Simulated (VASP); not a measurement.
Set up this calculation in VASP 6.6.1, as the native input.

```
Task                   : single point
Functional             : r2SCAN
Potentials or basis    : VASP PAW PBE potentials, release 64 (Y_sv, Be, O)
Cutoff                 : 520 eV
k mesh                 : 6 × 6 × 2, shifted
Occupations            : fermi-dirac, width 0.1 eV
Spin                   : no spin polarisation
Dipole correction      : no
Further INCAR settings : ALGO = Normal; EDIFF = 1e-06; NBANDS = 42
```

Crystal: YBeO3.

```
Y Be O
1.0
     1.72505    2.92711    0.01702
    -3.42704   -0.01331    0.00000
    -0.00001    0.06147   10.63470
Y Be O
2 2 6
Direct
  0.96776 0.01533 0.01693
  0.95471 0.00048 0.50771
  0.64512 0.33718 0.23695
  0.38400 0.67793 0.73040
  0.98966 0.99819 0.26655
  0.97077 0.99880 0.75616
  0.68731 0.37482 0.06844
  0.26553 0.62484 0.56503
  0.67565 0.35526 0.42785
  0.37957 0.66789 0.90673
```

The input as run:

POSCAR

```
YBeO3
1.0
    1.7250475000      2.9271124500      0.0170190800
   -3.4270431900     -0.0133140200      0.0000039600
   -0.0000128800      0.0614718100     10.6347032200
Y Be O
2 2 6
Direct
    0.9677640000      0.0153260000      0.0169350000
    0.9547050000      0.0004840000      0.5077060000
    0.6451200000      0.3371750000      0.2369550000
    0.3839960000      0.6779340000      0.7304020000
    0.9896560000      0.9981870000      0.2665480000
    0.9707720000      0.9988020000      0.7561590000
    0.6873140000      0.3748170000      0.0684430000
    0.2655280000      0.6248350000      0.5650270000
    0.6756460000      0.3552640000      0.4278460000
    0.3795700000      0.6678920000      0.9067350000
```

INCAR.step1

```
PREC = Accurate ; ENCUT = 520
ISMEAR = -1 ; SIGMA = 0.1
LREAL = F ; LASPH = T
NELM = 100 ; NBANDS = 42
GGA = PE ; ALGO = Normal
EDIFF = 1E-4 ; LWAVE = T
LCHARG = F
```

INCAR.step2

```
PREC = Accurate ; ENCUT = 520
EDIFF = 1E-6 ; ISMEAR = -1
SIGMA = 0.1 ; LREAL = F
LASPH = T ; NELM = 100
ALGO = Normal ; ISIF = 2
LWAVE = F ; LCHARG = T
METAGGA = R2SCAN ; LMIXTAU = T
LELF = T ; LVHAR = T
NBANDS = 42 ; ISTART = 1
```

KPOINTS

```
Automatic mesh
0
Gamma
  6 6 2
  0 0 0.5
```

Potentials or basis: VASP PAW PBE potentials, release 64 (Y_sv, Be, O).

The run is started by

```console
$ cat potpaw_PBE.64/Y_sv/POTCAR potpaw_PBE.64/Be/POTCAR potpaw_PBE.64/O/POTCAR > POTCAR
$ cp INCAR.step1 INCAR
$ mpirun -np 1 vasp_std > vasp.out
$ cp INCAR.step2 INCAR
$ mpirun -np 1 vasp_std > vasp.out
```

Results of the run:

```yaml
Pressure: 21.1 GPa
Largest_force: 7.229 eV/Å
Band_gap_on_the_k_mesh: zero (band 31 reaches 2.14 eV, above the bottom of band 32 at 2.12 eV)
```

Caveat: the PAW data sets were made with another functional, which shifts forces and pressure a little.

Run time: 13 min on 1 thread of Intel(R) Xeon(R) Platinum 8375C CPU @ 2.90GHz (Ice Lake) (shared host), peak memory 0.35 GiB.
